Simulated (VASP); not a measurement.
# Be3Bi2 (P-3m1) in VASP: notebook

The runs below take Be3Bi2 through single point, relaxation of cell and atoms, with PBE.

All numbers are computed with VASP 6.6.1; they aren't measurements. Logs are shortened: lines on timing, memory, paths and dates and some standing lists are left out, and cuts for length are marked.

## 1. The cell of the first run

The structure is trigonal, space group P-3m1 (No. 164). The conventional cell has a = 3.982 Å, b = 3.982 Å, c = 6.980 Å, α = 90.00°, β = 90.00°, γ = 120.00°. Within 3.6 Å of Be (site symmetry -3m) lie 6 Bi at 2.77 Å. Be (site symmetry 3m) has 4 Bi at 2.48 to 2.70 Å and 3 Be at 2.53 Å within 3.3 Å. Bi (site symmetry 3m) has 7 Be at 2.48 to 2.77 Å within 3.3 Å.

The cell was generated, and may not be a known phase.

## 2. Single point, PBE

File INCAR:

```
PREC = Accurate ; ENCUT = 520
EDIFF = 1E-7 ; ISMEAR = 0
SIGMA = 0.1 ; LREAL = False
LASPH = True ; NELM = 100
ALGO = Fast ; ISIF = 2
LWAVE = False ; LCHARG = True
GGA = PE ; LELF = True
LVHAR = True ; NBANDS = 26
```

File KPOINTS:

```
Automatic mesh
0
Gamma
  12 12 6
```

File POSCAR:

```
Be3Bi2
1.0
    3.9816561550      0.0000000000      0.0000000000
   -1.9908280775      3.4482153794      0.0000000000
    0.0000000000      0.0000000000      6.9803003752
Be Bi
3 2
Direct
    0.0000000000      0.0000000000      0.0000000000
    0.3333333333      0.6666666667      0.4246343265
    0.6666666667      0.3333333333      0.5753656735
    0.3333333333      0.6666666667      0.7796017833
    0.6666666667      0.3333333333      0.2203982167
```

Potentials or basis: VASP PAW PBE potentials, release 64 (Be, Bi_d).

On the command line:

```sh
$ cat potpaw_PBE.64/Be/POTCAR potpaw_PBE.64/Bi_d/POTCAR > POTCAR
$ mpirun -np 1 vasp_std > vasp.out
```

OUTCAR:

```text
PREC = Accurate
   ENCUT = 520
   EDIFF = 1E-7
   ISMEAR = 0
   LREAL = False
   LASPH = True
   NELM = 100
   ISIF = 2
   GGA = PE

 ion  position               nearest neighbor table
   1  0.000  0.000  0.000-   4 2.77   5 2.77   5 2.77   4 2.77   5 2.77   4 2.77
   2  0.333  0.667  0.425-   4 2.48   5 2.70   5 2.70   5 2.70
   3  0.667  0.333  0.575-   5 2.48   4 2.70   4 2.70   4 2.70
   4  0.333  0.667  0.780-   2 2.48   3 2.70   3 2.70   3 2.70   1 2.77   1 2.77   1 2.77   5 3.84
                             5 3.84   5 3.84
   5  0.667  0.333  0.220-   3 2.48   2 2.70   2 2.70   2 2.70   1 2.77   1 2.77   1 2.77   4 3.84
                             4 3.84   4 3.84

  LATTYP: Found a hexagonal cell.
 ALAT       =     3.9816561550
 C/A-ratio  =     1.7531148104

  Lattice vectors:

 A1 = (   3.9816561550,   0.0000000000,   0.0000000000)
 A2 = (  -1.9908280775,   3.4482153794,   0.0000000000)
 A3 = (   0.0000000000,   0.0000000000,   6.9803003752)

Analysis of symmetry for initial positions (statically):
=====================================================================
 Subroutine PRICEL returns:
 Original cell was already a primitive cell.

 Routine SETGRP: Setting up the symmetry group for a
 hexagonal supercell.

 Subroutine GETGRP returns: Found 12 space group operations
 (whereof 12 operations were pure point group operations)
 out of a pool of 24 trial point group operations.

The static configuration has the point symmetry D_3d.

Analysis of symmetry for dynamics (positions and initial velocities):
=====================================================================
 Subroutine PRICEL returns:
 Original cell was already a primitive cell.

 Routine SETGRP: Setting up the symmetry group for a
 hexagonal supercell.

 Subroutine GETGRP returns: Found 12 space group operations
 (whereof 12 operations were pure point group operations)
 out of a pool of 24 trial point group operations.

The dynamic configuration has the point symmetry D_3d.

 Subroutine INISYM returns: Found 12 space group operations
 (whereof 12 operations are pure point group operations),
 and found     1 'primitive' translations

----------------------------------------------------------------------------------------

                                     Primitive cell

  volume of cell :      95.8368

  direct lattice vectors                    reciprocal lattice vectors
     3.981656155  0.000000000  0.000000000     0.251151772  0.145002543  0.000000000
    -1.990828078  3.448215379  0.000000000     0.000000000  0.290005087  0.000000000
     0.000000000  0.000000000  6.980300375     0.000000000  0.000000000  0.143260311

  length of vectors
     3.981656155  3.981656155  6.980300375     0.290005087  0.290005087  0.143260311

  position of ions in fractional coordinates (direct lattice)
     0.000000000  0.000000000  0.000000000
     0.333333333  0.666666667  0.424634326
     0.666666667  0.333333333  0.575365674
     0.333333333  0.666666667  0.779601783
     0.666666667  0.333333333  0.220398217

  ion indices of the primitive-cell ions
   primitive index   ion index
                 1           1
                 2           2
                 3           3
                 4           4
                 5           5

----------------------------------------------------------------------------------------

 KPOINTS: Automatic mesh

Automatic generation of k-mesh.
 Grid dimensions read from file:
 generate k-points for:   12   12    6

 Generating k-lattice:

  Cartesian coordinates                     Fractional coordinates (reciprocal lattice)
     0.020929314  0.012083545  0.000000000     0.083333333  0.000000000  0.000000000
     0.000000000  0.024167091  0.000000000     0.000000000  0.083333333  0.000000000
     0.000000000  0.000000000  0.023876718     0.000000000  0.000000000  0.166666667

  Length of vectors
     0.024167091  0.024167091  0.023876718

  Shift w.r.t. Gamma in fractional coordinates (k-lattice)
     0.000000000  0.000000000  0.000000000

 Subroutine IBZKPT returns following result:
 ===========================================

 Found    100 irreducible k-points:

 Following reciprocal coordinates:
            Coordinates               Weight
  0.000000  0.000000  0.000000      1.000000
  0.083333 -0.000000  0.000000      6.000000
  0.166667  0.000000  0.000000      6.000000
  0.250000  0.000000  0.000000      6.000000
  0.333333 -0.000000  0.000000      6.000000
  0.416667  0.000000  0.000000      6.000000
[... 16 lines left out ...]
  0.166667  0.000000  0.166667      6.000000
  0.000000  0.166667  0.166667      6.000000
 [... further k-points ...]
   k-points           NKPTS =    100   k-points in BZ     NKDIM =    100   number of bands    NBANDS=     26
   number of dos      NEDOS =    301   number of ions     NIONS =      5
   total plane-waves  NPLWV =  48600
   dimension x,y,z NGX =    30 NGY =   30 NGZ =   54
   dimension x,y,z NGXF=    60 NGYF=   60 NGZF=  108
   ions per type =               3   2
   NGX,Y,Z   is equivalent  to a cutoff of  12.53, 12.53, 12.86 a.u.
   NGXF,Y,Z  is equivalent  to a cutoff of  25.05, 25.05, 25.72 a.u.
 SYSTEM =  unknown system
   PREC   = accura    normal or accurate (medium, high low for compatibility)
   ISTART =      0    job   : 0-new  1-cont  2-samecut
   ICHARG =      2    charge: 1-file 2-atom 10-const
   ISPIN  =      1    spin polarized calculation?
   LNONCOLLINEAR =      F non collinear calculations
   LSORBIT =      F    spin-orbit coupling
   LASPH  =      T    aspherical Exc in radial PAW
   ENCUT  =  520.0 eV  38.22 Ry    6.18 a.u.   7.40  7.40 12.98*2*pi/ulx,y,z
   NELM   =    100;   NELMIN=  2; NELMDL= -5     # of ELM steps
   EDIFF  = 0.1E-06   stopping-criterion for ELM
   LREAL  =      F    real-space projection
   EDIFFG = 0.1E-05   stopping-criterion for IOM
   NSW    =      0    number of steps for IOM
   IBRION =     -1    ionic relax: 0-MD 1-quasi-New 2-CG
   NFREE  =      0    steps in history (QN), initial steepest desc. (CG)
   ISIF   =      2    stress and relaxation
   ISYM   =      2    0-nonsym 1-usesym 2-fastsym
   POTIM  = 0.5000    time-step for ionic-motion
   TEBEG  =    0.0;   TEEND  =   0.0 temperature during run
   PSTRESS=    0.0 pullay stress
   NELECT =      36.0000    total number of electrons
   NUPDOWN=      -1.0000    fix difference up-down
   EMIN   =  10.00;   EMAX   =-10.00  energy-range for DOS
   EFERMI =   0.00;   METHOD = LEGACY
   ISMEAR =     0;   SIGMA  =   0.10  broadening in eV -4-tet -1-fermi 0-gaus
   EFERMI_NEDOS =   21; number of points for ismear=-14 and -15
   IALGO  =     68    algorithm
   IMIX   =      4    mixing-type and parameters
     AMIX     =   0.40;   BMIX     =  1.00
     AMIX_MAG =   1.60;   BMIX_MAG =  1.00
  volume/ion in A,a.u.               =      19.17       129.35
  Fermi-wavevector in a.u.,A,eV,Ry     =   1.181222  2.232186 18.984015  1.395286
  Thomas-Fermi vector in A             =   2.317500
   LORBIT       =      0    0 simple, 1 ext, 2 COOP (PROOUT), +10 PAW based schemes
   GGA     = PE    functional components
   LHFCALC =     F    Hartree Fock is set to
   AEXX    =    0.0000 exact exchange contribution
   IVDW    =     0    specifies the selected vdW correction
   LEPSILON=     F    determine dielectric tensor
   LRPA    =     F    only Hartree local field effects (RPA)
 non-spin polarized calculation
 RMM-DIIS sequential band-by-band and
 Gauss-broadening in eV      SIGMA  =   0.10
  energy-cutoff  :      520.00
  volume of cell :       95.84
 maximum number of plane-waves:      2604
 NGX is ok and might be reduce to    30
   NGX = 15   NGY = 15   NGZ = 25

 number of electron      35.9999992 magnetization

 Free energy of the ion-electron system (eV)
  ---------------------------------------------------
  ext. energy  EPLUGINS =         0.00000000
  ---------------------------------------------------
  free energy    TOTEN  =       -16.12540756 eV

  energy without entropy =      -16.11791622  energy(sigma->0) =      -16.12166189

 E-fermi :   6.7315     XC(G=0):  -9.9202

 val. band max:        6.7172226100   @ k =   0.0000   0.4167   0.3333
 cond. band min:       6.7361563698   @ k =  -0.0833   0.2500   0.1667
 fundamental gap:      0.0189337598
 Fermi energy:         6.7314857303

 k-point     1 :       0.0000    0.0000    0.0000
  band No.  band energies     occupation
      1     -16.0238      2.00000
      2     -16.0146      2.00000
      3     -16.0018      2.00000
      4     -16.0018      2.00000
      5     -15.9956      2.00000
      6     -15.9956      2.00000
[... 18 lines left out ...]
     25      10.4839      0.00000
     26      11.4995      0.00000

 k-point     2 :       0.0833   -0.0000    0.0000
  band No.  band energies     occupation
      1     -16.0224      2.00000
      2     -16.0135      2.00000
      3     -16.0033      2.00000
      4     -16.0006      2.00000
      5     -15.9958      2.00000
      6     -15.9942      2.00000
[... 18 lines left out ...]
     25      10.8871      0.00000
     26      11.7291      0.00000

 k-point     3 :       0.1667    0.0000    0.0000
  band No.  band energies     occupation
      1     -16.0188      2.00000
      2     -16.0122      2.00000
      3     -16.0062      2.00000
      4     -15.9995      2.00000
      5     -15.9959      2.00000
      6     -15.9891      2.00000
[... 572 lines left out ...]
 k-point    23 :       0.1667    0.0000    0.1667
  band No.  band energies     occupation
      1     -16.0195      2.00000
      2     -16.0127      2.00000
      3     -16.0075      2.00000
      4     -15.9965      2.00000
      5     -15.9932      2.00000
      6     -15.9918      2.00000
[... 18 lines left out ...]
     25      11.4815      0.00000
     26      12.2383      0.00000

 k-point    24 :       0.0000    0.1667    0.1667
  band No.  band energies     occupation
      1     -16.0189      2.00000
      2     -16.0122      2.00000
      3     -16.0053      2.00000
      4     -16.0013      2.00000
      5     -15.9967      2.00000
      6     -15.9867      2.00000
[... 18 lines left out ...]
     25      11.7093      0.00000
     26      12.3726      0.00000

 [... further k-points ...]

------------------------ aborting loop because EDIFF is reached ----------------------------------------

  FORCE on cell =-STRESS in cart. coord.  units (eV):
  Direction    XX          YY          ZZ          XY          YZ          ZX
  --------------------------------------------------------------------------------------
  -------------------------------------------------------------------------------------
  Total       -0.0222356     -0.0222356     -0.0076398      0.0000000      0.0000000      0.0000000
  in kB       -0.3717295     -0.3717295     -0.1277210      0.0000000      0.0000000      0.0000000
  external PRESSURE =      -0.2903933 kB  Pullay stress =       0.0000000 kB

 VOLUME and BASIS-vectors are now :
 -----------------------------------------------------------------------------
  energy-cutoff  :      520.00
  volume of cell :       95.84
      direct lattice vectors                 reciprocal lattice vectors
     3.981656155  0.000000000  0.000000000     0.251151772  0.145002543  0.000000000
    -1.990828078  3.448215379  0.000000000     0.000000000  0.290005087  0.000000000
     0.000000000  0.000000000  6.980300375     0.000000000  0.000000000  0.143260311

 POSITION                                       TOTAL-FORCE (eV/Angst)
 -----------------------------------------------------------------------------------
      0.00000      0.00000      0.00000         0.000000      0.000000      0.000000
     -0.00000      2.29881      2.96408         0.000000      0.000000     -0.003386
      1.99083      1.14941      4.01623         0.000000     -0.000000      0.003386
     -0.00000      2.29881      5.44185        -0.000000      0.000000      0.003991
      1.99083      1.14941      1.53845         0.000000     -0.000000     -0.003991
 -----------------------------------------------------------------------------------
    total drift:                                0.000000     -0.000000      0.000000

  FREE ENERGIE OF THE ION-ELECTRON SYSTEM (eV)
  ---------------------------------------------------
  free  energy   TOTEN  =       -16.1254075641 eV

  energy  without entropy=      -16.1179162198  energy(sigma->0) =      -16.12166189
```

It took 5.2 min on 1 thread of Intel Xeon Platinum 8259CL at 2.50GHz (Skylake/Cascade Lake), shared host; peak memory 0.35 GiB.

Results:

* Free energy: -16.1254 eV
* Pressure: 0.0 GPa
* Largest force: 0.004 eV/Å
* Band gap on the k mesh: zero (bands 18 and 19 overlap by 2.47 eV)

Forces on the atoms (eV/Å):
```
Be   0.000  0.000  0.000
Be   0.000  0.000 -0.003
Be   0.000  0.000  0.003
Bi   0.000  0.000  0.004
Bi   0.000  0.000 -0.004
```

Caveat: spin-orbit coupling is left out, which moves the levels of the heavy elements.

## 3. Relaxation of cell and atoms, PBE

This run uses another cell than the first one, of 19.78 Å³/atom.

File INCAR:

```
PREC = Accurate
ENCUT = 600
EDIFF = 1E-6
ISMEAR = 0
SIGMA = 0.1
LREAL = False
LASPH = True
NELM = 100
ALGO = Normal
ISIF = 3
LWAVE = False
LCHARG = False
GGA = PE
IBRION = 2
NSW = 90
EDIFFG = -0.04
```

File KPOINTS:

```
Automatic mesh
0
Gamma
  6 6 4
```

File POSCAR:

```
Be3Bi2
1.0
    4.1619291600      0.0000000000      0.0000000000
   -2.0809645800      3.6043363800      0.0000000000
    0.0000000000      0.0000000000      6.5942124700
Be Bi
3 2
Direct
    0.0000000000      0.0000000000      0.0000000000
    0.3333333300      0.6666666700      0.3666155300
    0.6666666700      0.3333333300      0.6333844700
    0.3333333300      0.6666666700      0.7718739500
    0.6666666700      0.3333333300      0.2281260500
```

Potentials or basis: VASP PAW PBE potentials, release 64 (Be, Bi_d).

On the command line:

```sh
$ cat potpaw_PBE.64/Be/POTCAR potpaw_PBE.64/Bi_d/POTCAR > POTCAR
$ mpirun -np 1 vasp_std > vasp.out
```

Wall time 8 min (1 thread of Intel Xeon Platinum 8259CL at 2.50GHz (Skylake/Cascade Lake), shared host); peak memory 0.28 GiB.

Results (log left out):

* Free energy: -16.1620 eV
* Relaxed volume: 19.15 Å³/atom
* Relaxed cell: a = 3.978 Å, b = 3.978 Å, c = 6.988 Å, α = 90.00°, β = 90.00°, γ = 120.00°
* Space group after relaxing (to 0.1 Å): P-3m1 (No. 164)
* Energy gained by relaxing: 99.1 meV/atom
* Ionic steps: 14
* Pressure after relaxing: 0.0 GPa
* Largest force after relaxing: 0.005 eV/Å
* Band gap on the k mesh: zero (bands 18 and 19 overlap by 2.33 eV)

Forces in eV/Å, atoms in the order of the input:
```
Be   0.000  0.000  0.000
Be   0.000  0.000  0.003
Be   0.000  0.000 -0.003
Bi   0.000  0.000 -0.005
Bi   0.000  0.000  0.005
```

Step by step:
| step | energy change (eV) | largest force (eV/Å) | pressure (GPa) | volume (Å³) |
| --- | --- | --- | --- | --- |
| 1 | 0.0000 | 0.6802 | 0.11 | 98.92 |
| 2 | -0.0727 | 0.6973 | -0.16 | 99.10 |
| 3 | -0.2036 | 0.7422 | -1.00 | 99.43 |
| 4 | -0.2762 | 0.7417 | -0.70 | 98.32 |
| 5 | -0.4371 | 0.3778 | 0.93 | 95.04 |
| 6 | 0.0920 | 2.2534 | 8.48 | 88.71 |
| 7 | -0.4460 | 0.4604 | 1.33 | 94.42 |
| 8 | -0.4489 | 0.5650 | 1.85 | 93.79 |
| 9 | -0.4803 | 0.3758 | 0.90 | 94.98 |
| 10 | -0.4806 | 0.3560 | 0.81 | 95.11 |
| 11 | -0.4923 | 0.0890 | -0.16 | 96.14 |
| 12 | -0.4923 | 0.0968 | -0.15 | 96.11 |
| 13 | -0.4942 | 0.0625 | -0.11 | 95.99 |
| 14 | -0.4955 | 0.0050 | -0.01 | 95.76 |

Final structure:
```yaml
crystal:
  lattice:
    - [3.97790, 0.00000, 0.00000]
    - [-1.98895, 3.44496, 0.00000]
    - [0.00000, 0.00000, 6.98754]
  atoms:
    - { symbol: Be, position: [0.00000, 0.00000, 0.00000] }
    - { symbol: Be, position: [0.33333, 0.66667, 0.42642] }
    - { symbol: Be, position: [0.66667, 0.33333, 0.57358] }
    - { symbol: Bi, position: [0.33333, 0.66667, 0.78050] }
    - { symbol: Bi, position: [0.66667, 0.33333, 0.21950] }
```

Levels at points of the mesh, in eV from the Fermi level:
```csv
k point,band 16,band 17,band 18,band 19,band 20,band 21
"(0.00, 0.00, 0.00)",-0.35,0.70,0.70,1.05,2.40,3.14
"(0.50, 0.00, 0.00)",-3.41,-2.57,0.34,0.47,1.31,1.74
"(0.00, 0.00, 0.50)",-0.30,1.09,1.09,1.99,1.99,2.50
"(0.50, 0.00, 0.50)",-2.52,-1.73,-1.69,-0.17,0.11,1.80
```

Caveat: spin-orbit coupling is left out, which moves the levels of the heavy elements.

## 4. Relaxation of cell and atoms, PBE

File INCAR:

```
SYSTEM = Be3Bi2
PREC = Accurate
ENCUT = 600
EDIFF = 1E-7
ISMEAR = 0
SIGMA = 0.1
LREAL = .FALSE.
LASPH = .TRUE.
NELM = 80
ALGO = Fast
ISIF = 3
LWAVE = .FALSE.
LCHARG = .FALSE.
GGA = PE
IBRION = 2
NSW = 100
EDIFFG = -0.01
```

File KPOINTS:

```
regular mesh
0
G
  12 12 6
  0 0 0
```

File POSCAR:

```
Be3Bi2
1.0
    3.9791351405      0.0000000000      0.0000000000
   -1.9895675702      3.4460321168      0.0000000000
    0.0000000000      0.0000000000      6.9825428151
Be Bi
3 2
Direct
    0.0000000000      0.0000000000      0.0000000000
    0.3333333333      0.6666666667      0.4270313778
    0.6666666667      0.3333333333      0.5729686222
    0.3333333333      0.6666666667      0.7802453405
    0.6666666667      0.3333333333      0.2197546595
```

On the command line:

```sh
$ cat potpaw_PBE.64/Be/POTCAR potpaw_PBE.64/Bi_d/POTCAR > POTCAR
$ mpirun -np 1 vasp_std > vasp.out
```

It took 19 min on 1 thread of Intel Xeon Platinum 8259CL at 2.50GHz (Skylake/Cascade Lake), shared host; peak memory 0.4 GiB.

Results (log left out):

```yaml
Free_energy: -16.1256 eV
Relaxed_volume: 19.17 Å³/atom
Relaxed_cell: a = 3.981 Å, b = 3.981 Å, c = 6.984 Å, α = 90.00°, β = 90.00°, γ = 120.00°
Space_group_after_relaxing_to_0.1_Å: P-3m1 (No. 164)
Energy_gained_by_relaxing: 0.3 meV/atom
Ionic_steps: 8
Pressure_after_relaxing: 0.0 GPa
Largest_force_after_relaxing: 0.008 eV/Å
Band_gap_on_the_k_mesh: zero (bands 18 and 19 overlap by 2.47 eV)
```

Forces in eV/Å, atoms in the order of the input:
```
Be   0.000  0.000  0.000
Be   0.000  0.000 -0.003
Be   0.000  0.000  0.003
Bi   0.000  0.000  0.008
Bi   0.000  0.000 -0.008
```

The path:
```tsv
step	energy change (eV)	largest force (eV/Å)	pressure (GPa)	volume (Å³)
1	0.0000	0.0774	0.07	95.75
2	-0.0005	0.0417	-0.04	95.86
3	-0.0006	0.0347	-0.07	95.90
4	-0.0009	0.0216	-0.03	95.82
5	-0.0012	0.0120	0.12	95.64
6	-0.0012	0.0039	0.10	95.68
7	-0.0013	0.0109	-0.02	95.89
8	-0.0013	0.0080	-0.01	95.85
```

Final structure:
```yaml
crystal:
  lattice:
    - [3.98103, 0.00000, 0.00000]
    - [-1.99051, 3.44767, 0.00000]
    - [0.00000, 0.00000, 6.98370]
  atoms:
    - { symbol: Be, position: [0.00000, 0.00000, 0.00000] }
    - { symbol: Be, position: [0.33333, 0.66667, 0.42466] }
    - { symbol: Be, position: [0.66667, 0.33333, 0.57534] }
    - { symbol: Bi, position: [0.33333, 0.66667, 0.77947] }
    - { symbol: Bi, position: [0.66667, 0.33333, 0.22053] }
```

Levels at points of the mesh, in eV from the Fermi level:
```
           k point  band 15  band 16  band 17  band 18  band 19  band 20  band 21  band 22
(0.00, 0.00, 0.00)    -0.41    -0.41     0.65     0.65     1.00     2.33     3.08     3.60
(0.50, 0.00, 0.00)    -4.70    -3.45    -2.63     0.26     0.42     1.28     1.70     2.63
(0.00, 0.00, 0.50)    -0.36    -0.36     1.04     1.04     1.94     1.94     2.43     2.66
(0.50, 0.00, 0.50)    -2.62    -2.56    -1.79    -1.74    -0.22     0.10     1.73     3.05
```

Caveat: spin-orbit coupling is left out, which moves the levels of the heavy elements.

## 5. Summary

```csv
task,cell,k mesh,cutoff (eV),gap on the mesh (eV),pressure (GPa),relaxed volume (Å³/atom),largest force (eV/Å)
single point,"a = 3.982, b = 3.982, c = 6.980 Å, angles 90.0, 90.0, 120.0°, 5 atoms, atomic positions A",12 × 12 × 6,520,none,0.0,-,-
relaxation of cell and atoms,"relaxed from a = 4.162, b = 4.162, c = 6.594 Å, angles 90.0, 90.0, 120.0°, 5 atoms, atomic positions B",6 × 6 × 4,600,none,0.0,19.15,0.01
relaxation of cell and atoms,"relaxed from a = 3.979, b = 3.979, c = 6.983 Å, angles 90.0, 90.0, 120.0°, 5 atoms, atomic positions C",12 × 12 × 6,600,none,0.0,19.17,0.01
```

Alike in all rows: level PBE; potentials or basis VASP PAW PBE potentials, release 64 (Be, Bi_d); no spin polarisation; smearing gaussian 0.1 eV.

Caveats: spin-orbit coupling is left out, which moves the levels of the heavy elements.

Total energies depend on the potentials used, so only differences within one code and one set of settings carry meaning.

The gap in the log of VASP goes by the Fermi energy; the results here count the filled bands.